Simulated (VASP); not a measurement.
A run of VASP 6.6.1 is set up as follows.

INCAR

```
PREC     = Accurate       # precision mode
ENCUT    = 520            # plane-wave cutoff, eV
EDIFF    = 1E-6           # SCF threshold, eV
ISMEAR   = 0              # smearing method
SIGMA    = 0.1            # smearing width, eV
LREAL    = False          # projectors in reciprocal space
LASPH    = True           # aspherical terms in the spheres
NELM     = 100            # most SCF steps
ALGO     = Normal         # electronic algorithm
ISIF     = 2              # what is computed and relaxed
LWAVE    = False          # write WAVECAR
LCHARG   = False          # write CHGCAR
GGA      = PS             # functional
NBANDS   = 9              # bands
```

Contents of KPOINTS:

```
Automatic mesh
0
Gamma
  14 14 14
```

Contents of POSCAR:

```
Mg
1.0
    0.0000000000      3.3827219756      3.3827219756
    3.3827219756      0.0000000000      3.3827219756
    3.3827219756      3.3827219756      0.0000000000
Mg
2
Direct
    0.0000000000      0.0000000000      0.0000000000
    0.2500000000      0.2500000000      0.2500000000
```

Potentials or basis: VASP PAW PBE potentials, release 64 (Mg).

The run is started by

```sh
$ cat potpaw_PBE.64/Mg/POTCAR > POTCAR
$ mpirun -np 1 vasp_std > vasp.out
```

(1) Estimate the pressure.

(2) Predict the band gap on the k mesh.

Answers

(1) 0.0 GPa.

(2) zero (bands 2 and 3 overlap by 3.83 eV).

Caveat: the PAW data sets were made with another functional, which shifts forces and pressure a little.
